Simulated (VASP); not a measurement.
# Cd2S (P-3m1) in VASP: further runs

Cd2S is run at these levels: PBE; tasks: single point, relaxation of cell and atoms.

Everything below comes from runs of VASP 6.6.1. Logs are shortened: lines on timing, memory, paths and dates and some standing lists are left out, and cuts for length are marked.

## (1) The cell of the first run

The structure is trigonal, space group P-3m1 (No. 164). The conventional cell has a = 3.808 Å, b = 3.808 Å, c = 5.390 Å, α = 90.00°, β = 90.00°, γ = 120.00°. Cd (site symmetry 3m) has 3 S at 2.73 Å and 3 Cd at 3.07 Å within 3.6 Å. S (site symmetry -3m) has 6 Cd at 2.73 Å within 3.6 Å.

## (2) Single point, PBE

Contents of INCAR:

```
PREC = Accurate ; ENCUT = 520
EDIFF = 1E-6 ; ISMEAR = 0
SIGMA = 0.2 ; LREAL = False
LASPH = True ; NELM = 100
ALGO = Normal ; ISIF = 2
LWAVE = False ; LCHARG = False
GGA = PE ; NBANDS = 22
```

Contents of KPOINTS:

```
regular mesh
0
Gamma
  6 6 4
```

Contents of POSCAR:

```
Cd2S
1.0
    3.8076219608      0.0000000000      0.0000000000
   -1.9038109804      3.2974973461      0.0000000000
    0.0000000000      0.0000000000      5.3904799644
Cd S
2 1
Direct
    0.6666666667      0.3333333333      0.6992667505
    0.3333333333      0.6666666667      0.3007332495
    0.0000000000      0.0000000000      0.0000000000
```

Potentials or basis: VASP PAW PBE potentials, release 64 (Cd, S).

Run with:

```console
$ cat potpaw_PBE.64/Cd/POTCAR potpaw_PBE.64/S/POTCAR > POTCAR
$ mpirun -np 1 vasp_std > vasp.out
```

OUTCAR:

```text
PREC = Accurate
   ENCUT = 520
   EDIFF = 1E-6
   ISMEAR = 0
   LREAL = False
   LASPH = True
   NELM = 100
   ISIF = 2
   GGA = PE

 ion  position               nearest neighbor table
   1  0.667  0.333  0.699-   3 2.73   3 2.73   3 2.73   2 3.07   2 3.07   2 3.07
   2  0.333  0.667  0.301-   3 2.73   3 2.73   3 2.73   1 3.07   1 3.07   1 3.07
   3  0.000  0.000  0.000-   1 2.73   2 2.73   1 2.73   2 2.73   1 2.73   2 2.73

  LATTYP: Found a hexagonal cell.
 ALAT       =     3.8076219608
 C/A-ratio  =     1.4157077619

  Lattice vectors:

 A1 = (   3.8076219608,   0.0000000000,   0.0000000000)
 A2 = (  -1.9038109804,   3.2974973461,   0.0000000000)
 A3 = (   0.0000000000,   0.0000000000,   5.3904799644)

Analysis of symmetry for initial positions (statically):
=====================================================================
 Subroutine PRICEL returns:
 Original cell was already a primitive cell.

 Routine SETGRP: Setting up the symmetry group for a
 hexagonal supercell.

 Subroutine GETGRP returns: Found 12 space group operations
 (whereof 12 operations were pure point group operations)
 out of a pool of 24 trial point group operations.

The static configuration has the point symmetry D_3d.

Analysis of symmetry for dynamics (positions and initial velocities):
=====================================================================
 Subroutine PRICEL returns:
 Original cell was already a primitive cell.

 Routine SETGRP: Setting up the symmetry group for a
 hexagonal supercell.

 Subroutine GETGRP returns: Found 12 space group operations
 (whereof 12 operations were pure point group operations)
 out of a pool of 24 trial point group operations.

The dynamic configuration has the point symmetry D_3d.

 Subroutine INISYM returns: Found 12 space group operations
 (whereof 12 operations are pure point group operations),
 and found     1 'primitive' translations

----------------------------------------------------------------------------------------

                                     Primitive cell

  volume of cell :      67.6808

  direct lattice vectors                    reciprocal lattice vectors
     3.807621961  0.000000000  0.000000000     0.262631115  0.151630145  0.000000000
    -1.903810980  3.297497346  0.000000000     0.000000000  0.303260290  0.000000000
     0.000000000  0.000000000  5.390479964     0.000000000  0.000000000  0.185512238

  length of vectors
     3.807621961  3.807621961  5.390479964     0.303260290  0.303260290  0.185512238

  position of ions in fractional coordinates (direct lattice)
     0.666666667  0.333333333  0.699266751
     0.333333333  0.666666667  0.300733249
     0.000000000  0.000000000  0.000000000

  ion indices of the primitive-cell ions
   primitive index   ion index
                 1           1
                 2           2
                 3           3

----------------------------------------------------------------------------------------

 KPOINTS: regular mesh

Automatic generation of k-mesh.
 Grid dimensions read from file:
 generate k-points for:    6    6    4

 Generating k-lattice:

  Cartesian coordinates                     Fractional coordinates (reciprocal lattice)
     0.043771852  0.025271691  0.000000000     0.166666667  0.000000000  0.000000000
     0.000000000  0.050543382  0.000000000     0.000000000  0.166666667  0.000000000
     0.000000000  0.000000000  0.046378059     0.000000000  0.000000000  0.250000000

  Length of vectors
     0.050543382  0.050543382  0.046378059

  Shift w.r.t. Gamma in fractional coordinates (k-lattice)
     0.000000000  0.000000000  0.000000000

 Subroutine IBZKPT returns following result:
 ===========================================

 Found     24 irreducible k-points:

 Following reciprocal coordinates:
            Coordinates               Weight
  0.000000  0.000000  0.000000      1.000000
  0.166667  0.000000  0.000000      6.000000
  0.333333  0.000000  0.000000      6.000000
  0.500000  0.000000  0.000000      3.000000
  0.166667  0.166667  0.000000      6.000000
  0.333333  0.166667  0.000000     12.000000
[... 16 lines left out ...]
  0.333333  0.166667  0.500000     12.000000
  0.333333  0.333333  0.500000      2.000000
   k-points           NKPTS =     24   k-points in BZ     NKDIM =     24   number of bands    NBANDS=     22
   number of dos      NEDOS =    301   number of ions     NIONS =      3
   total plane-waves  NPLWV =  31360
   dimension x,y,z NGX =    28 NGY =   28 NGZ =   40
   dimension x,y,z NGXF=    56 NGYF=   56 NGZF=   80
   ions per type =               2   1
   NGX,Y,Z   is equivalent  to a cutoff of  12.23, 12.23, 12.34 a.u.
   NGXF,Y,Z  is equivalent  to a cutoff of  24.45, 24.45, 24.67 a.u.
 SYSTEM =  unknown system
   PREC   = accura    normal or accurate (medium, high low for compatibility)
   ISTART =      0    job   : 0-new  1-cont  2-samecut
   ICHARG =      2    charge: 1-file 2-atom 10-const
   ISPIN  =      1    spin polarized calculation?
   LNONCOLLINEAR =      F non collinear calculations
   LSORBIT =      F    spin-orbit coupling
   LASPH  =      T    aspherical Exc in radial PAW
   ENCUT  =  520.0 eV  38.22 Ry    6.18 a.u.   7.08  7.08 10.02*2*pi/ulx,y,z
   NELM   =    100;   NELMIN=  2; NELMDL= -5     # of ELM steps
   EDIFF  = 0.1E-05   stopping-criterion for ELM
   LREAL  =      F    real-space projection
[... 7 lines left out ...]
   TEBEG  =    0.0;   TEEND  =   0.0 temperature during run
   PSTRESS=    0.0 pullay stress
   NELECT =      30.0000    total number of electrons
   NUPDOWN=      -1.0000    fix difference up-down
   EMIN   =  10.00;   EMAX   =-10.00  energy-range for DOS
   EFERMI =   0.00;   METHOD = LEGACY
   ISMEAR =     0;   SIGMA  =   0.20  broadening in eV -4-tet -1-fermi 0-gaus
   EFERMI_NEDOS =   21; number of points for ismear=-14 and -15
   IALGO  =     38    algorithm
   IMIX   =      4    mixing-type and parameters
     AMIX     =   0.40;   BMIX     =  1.00
     AMIX_MAG =   1.60;   BMIX_MAG =  1.00
  volume/ion in A,a.u.               =      22.56       152.24
  Fermi-wavevector in a.u.,A,eV,Ry     =   1.248226  2.358806 21.198816  1.558069
  Thomas-Fermi vector in A             =   2.382323
   LORBIT       =      0    0 simple, 1 ext, 2 COOP (PROOUT), +10 PAW based schemes
   GGA     = PE    functional components
   LHFCALC =     F    Hartree Fock is set to
   AEXX    =    0.0000 exact exchange contribution
   IVDW    =     0    specifies the selected vdW correction
   LEPSILON=     F    determine dielectric tensor
   LRPA    =     F    only Hartree local field effects (RPA)
 non-spin polarized calculation
 Gauss-broadening in eV      SIGMA  =   0.20
  energy-cutoff  :      520.00
  volume of cell :       67.68
 maximum number of plane-waves:      1863
   NGX = 15   NGY = 15   NGZ = 21

 number of electron      29.9999987 magnetization

 Free energy of the ion-electron system (eV)
  ---------------------------------------------------
  ext. energy  EPLUGINS =         0.00000000
  ---------------------------------------------------
  free energy    TOTEN  =        -6.47627412 eV

  energy without entropy =       -6.46537601  energy(sigma->0) =       -6.47082506

 E-fermi :   2.5211     XC(G=0): -10.1955

 val. band max:        2.5075431021   @ k =   0.3333   0.3333   0.2500
 cond. band min:       2.6503681313   @ k =   0.5000   0.0000   0.0000
 fundamental gap:      0.1428250292
 Fermi energy:         2.5211086179

 k-point     1 :       0.0000    0.0000    0.0000
  band No.  band energies     occupation
      1     -10.4768      2.00000
      2      -5.9915      2.00000
      3      -5.9370      2.00000
      4      -5.9370      2.00000
      5      -5.7755      2.00000
      6      -5.7755      2.00000
[... 14 lines left out ...]
     21      13.1666      0.00000
     22      13.1667      0.00000

 k-point     2 :       0.1667    0.0000    0.0000
  band No.  band energies     occupation
      1     -10.3322      2.00000
      2      -5.9826      2.00000
      3      -5.9594      2.00000
      4      -5.9307      2.00000
      5      -5.8092      2.00000
      6      -5.6976      2.00000
[... 14 lines left out ...]
     21      11.7331      0.00000
     22      11.7389      0.00000

 k-point     3 :       0.3333    0.0000    0.0000
  band No.  band energies     occupation
      1     -10.0298      2.00000
      2      -6.0196      2.00000
      3      -5.9491      2.00000
      4      -5.9438      2.00000
      5      -5.7616      2.00000
      6      -5.6549      2.00000
[... 14 lines left out ...]
     21      10.4848      0.00000
     22      10.9985      0.00000

 k-point     4 :       0.5000    0.0000    0.0000
  band No.  band energies     occupation
      1      -9.8732      2.00000
      2      -6.0537      2.00000
      3      -5.9694      2.00000
      4      -5.9072      2.00000
      5      -5.6755      2.00000
      6      -5.6451      2.00000
[... 14 lines left out ...]
     21      10.0202      0.00000
     22      11.0366      0.00000

 k-point     5 :       0.1667    0.1667    0.0000
  band No.  band energies     occupation
      1     -10.1086      2.00000
      2      -6.0173      2.00000
      3      -5.9498      2.00000
      4      -5.8579      2.00000
      5      -5.8484      2.00000
      6      -5.5819      2.00000
[... 14 lines left out ...]
     21      10.1749      0.00000
     22      12.1365      0.00000

 k-point     6 :       0.3333    0.1667    0.0000
  band No.  band energies     occupation
      1      -9.8813      2.00000
      2      -5.9895      2.00000
      3      -5.9026      2.00000
      4      -5.8438      2.00000
      5      -5.7488      2.00000
      6      -5.6914      2.00000
[... 14 lines left out ...]
     21      11.1083      0.00000
     22      12.2898      0.00000

 k-point     7 :       0.3333    0.3333    0.0000
  band No.  band energies     occupation
      1      -9.8132      2.00000
      2      -5.8383      2.00000
      3      -5.8090      2.00000
      4      -5.8090      2.00000
      5      -5.7537      2.00000
      6      -5.7537      2.00000
[... 324 lines left out ...]
      6      -5.5976      2.00000
[... 14 lines left out ...]
     21      10.6574      0.00000
     22      11.9574      0.00000

 k-point    21 :       0.5000    0.0000    0.5000
  band No.  band energies     occupation
      1      -9.8774      2.00000
      2      -6.0684      2.00000
      3      -5.9570      2.00000
      4      -5.8709      2.00000
      5      -5.5482      2.00000
      6      -5.5201      2.00000
[... 14 lines left out ...]
     21      10.8669      0.00000
     22      11.2267      0.00000

 k-point    22 :       0.1667    0.1667    0.5000
  band No.  band energies     occupation
      1     -10.0838      2.00000
      2      -5.9719      2.00000
      3      -5.8685      2.00000
      4      -5.8307      2.00000
      5      -5.7305      2.00000
      6      -5.6780      2.00000
[... 14 lines left out ...]
     21      11.6401      0.00000
     22      11.6857      0.00000

 k-point    23 :       0.3333    0.1667    0.5000
  band No.  band energies     occupation
      1      -9.8745      2.00000
      2      -6.0075      2.00000
      3      -5.9247      2.00000
      4      -5.8657      2.00000
      5      -5.7796      2.00000
      6      -5.6096      2.00000
[... 14 lines left out ...]
     21      11.0021      0.00000
     22      12.1313      0.00000

 k-point    24 :       0.3333    0.3333    0.5000
  band No.  band energies     occupation
      1      -9.7965      2.00000
      2      -6.0122      2.00000
      3      -5.9469      2.00000
      4      -5.9469      2.00000
      5      -5.7445      2.00000
      6      -5.6005      2.00000
[... 14 lines left out ...]
     21      11.2655      0.00000
     22      11.2655      0.00000

------------------------ aborting loop because EDIFF is reached ----------------------------------------

  FORCE on cell =-STRESS in cart. coord.  units (eV):
  Direction    XX          YY          ZZ          XY          YZ          ZX
  --------------------------------------------------------------------------------------
  -------------------------------------------------------------------------------------
  Total        0.1352315      0.1352315      0.1913484      0.0000000      0.0000000      0.0000000
  in kB        3.2012721      3.2012721      4.5297033      0.0000000      0.0000000      0.0000000
  external PRESSURE =       3.6440825 kB  Pullay stress =       0.0000000 kB

 VOLUME and BASIS-vectors are now :
 -----------------------------------------------------------------------------
  energy-cutoff  :      520.00
  volume of cell :       67.68
      direct lattice vectors                 reciprocal lattice vectors
     3.807621961  0.000000000  0.000000000     0.262631115  0.151630145  0.000000000
    -1.903810980  3.297497346  0.000000000     0.000000000  0.303260290  0.000000000
     0.000000000  0.000000000  5.390479964     0.000000000  0.000000000  0.185512238

 POSITION                                       TOTAL-FORCE (eV/Angst)
 -----------------------------------------------------------------------------------
      1.90381      1.09917      3.76938        -0.000000      0.000000     -0.061180
     -0.00000      2.19833      1.62110         0.000000     -0.000000      0.061180
      0.00000      0.00000      0.00000         0.000000      0.000000      0.000000
 -----------------------------------------------------------------------------------
    total drift:                                0.000000     -0.000000     -0.000000

  FREE ENERGIE OF THE ION-ELECTRON SYSTEM (eV)
  ---------------------------------------------------
  free  energy   TOTEN  =        -6.4762741176 eV

  energy  without entropy=       -6.4653760080  energy(sigma->0) =       -6.47082506
```

Wall time 14 s (1 thread of Intel Xeon 6975P-C (Granite Rapids), shared host); peak memory 0.19 GiB.

Results:

```yaml
Free_energy: -6.4763 eV
Pressure: 0.4 GPa
Largest_force: 0.061 eV/Å
Band_gap_on_the_k_mesh: zero (bands 15 and 16 overlap by 2.18 eV)
```

Forces on the atoms (eV/Å):
```
Cd   0.000  0.000 -0.061
Cd   0.000  0.000  0.061
S    0.000  0.000  0.000
```

Stress tensor (GPa, compression positive):
```
0.32 0.00 0.00
0.00 0.32 0.00
0.00 0.00 0.45
```

## (3) Relaxation of cell and atoms, PBE

This run uses another cell than the first one, of 22.63 Å³/atom.

Contents of INCAR:

```
PREC = Accurate
ENCUT = 600
EDIFF = 1E-6
ISMEAR = 0
SIGMA = 0.2
LREAL = False
LASPH = True
NELM = 60
ALGO = Normal
ISIF = 3
LWAVE = False
LCHARG = False
GGA = PE
IBRION = 2
NSW = 36
EDIFFG = -0.08
```

Contents of KPOINTS:

```
Automatic mesh
0
Gamma
  6 6 4
```

Contents of POSCAR:

```
Cd2S
1.0
    4.0000000000      0.0000000000      0.0000000000
   -2.0000000000      3.4641016200      0.0000000000
    0.0000000000      0.0000000000      4.9000000000
Cd S
2 1
Direct
    0.6666666700      0.3333333300      0.7100000000
    0.3333333300      0.6666666700      0.2900000000
    0.0000000000      0.0000000000      0.0000000000
```

Potentials or basis: VASP PAW PBE potentials, release 64 (Cd, S).

Run with:

```console
$ cat potpaw_PBE.64/Cd/POTCAR potpaw_PBE.64/S/POTCAR > POTCAR
$ mpirun -np 1 vasp_std > vasp.out
```

Run time: 52 s. Hardware: 1 thread of Intel Xeon 6975P-C (Granite Rapids), shared host; peak memory 0.22 GiB.

It converged, with:

```
Free energy                           : -6.4756 eV
Relaxed volume                        : 22.56 Å³/atom
Relaxed cell                          : a = 3.817 Å, b = 3.817 Å, c = 5.362 Å, α = 90.00°, β = 90.00°, γ = 120.00°
Space group after relaxing (to 0.1 Å) : P-3m1 (No. 164)
Energy gained by relaxing             : 53.4 meV/atom
Ionic steps                           : 7
Pressure after relaxing               : 0.2 GPa
Largest force after relaxing          : 0.053 eV/Å
Band gap on the k mesh                : zero (bands 15 and 16 overlap by 2.20 eV)
```

Forces in eV/Å, atoms in the order of the input:
```
Cd   0.000  0.000  0.053
Cd   0.000  0.000 -0.053
S    0.000  0.000  0.000
```

Stress tensor (GPa, compression positive):
```
0.09 0.00 0.00
0.00 0.09 0.00
0.00 0.00 0.50
```

Step by step:
| step | energy change (eV) | largest force (eV/Å) | pressure (GPa) | volume (Å³) |
| --- | --- | --- | --- | --- |
| 1 | 0.0000 | 0.5688 | 1.66 | 67.90 |
| 2 | -0.0777 | 0.2576 | -0.69 | 70.20 |
| 3 | -0.0949 | 0.0333 | -2.14 | 71.90 |
| 4 | -0.1472 | 0.0885 | -1.14 | 69.65 |
| 5 | -0.1571 | 0.1731 | -0.45 | 68.32 |
| 6 | -0.1572 | 0.1790 | -0.38 | 68.23 |
| 7 | -0.1602 | 0.0526 | 0.22 | 67.67 |

Final structure:
```
Cd S
1.0
     3.81750    0.00000    0.00000
    -1.90875    3.30605    0.00000
     0.00000    0.00000    5.36153
Cd S
2 1
Direct
  0.66667 0.33333 0.69657
  0.33333 0.66667 0.30343
  0.00000 0.00000 0.00000
```

Levels at points of the mesh, in eV from the Fermi level:
| k point | band 11 | band 12 | band 13 | band 14 | band 15 | band 16 | band 17 | band 18 | band 19 |
| --- | --- | --- | --- | --- | --- | --- | --- | --- | --- |
| (0.00, 0.00, 0.00) | -7.87 | -4.49 | -4.05 | -0.81 | -0.81 | 3.48 | 5.39 | 6.08 | 6.08 |
| (0.50, 0.00, 0.00) | -7.72 | -5.12 | -2.46 | -1.85 | -0.38 | 0.14 | 1.77 | 5.41 | 6.63 |
| (0.00, 0.00, 0.50) | -7.80 | -6.39 | -0.89 | -0.89 | -0.43 | 0.98 | 6.70 | 7.14 | 7.14 |
| (0.50, 0.00, 0.50) | -7.60 | -4.71 | -3.56 | -2.17 | -1.49 | 2.35 | 2.89 | 4.47 | 6.51 |

Caveat: the relaxation stopped at a loose force limit of 0.08 eV/Å, so its end isn't a converged minimum.

[end of part 1 of 2]

The gap in the log of VASP goes by the Fermi energy; the results here count the filled bands.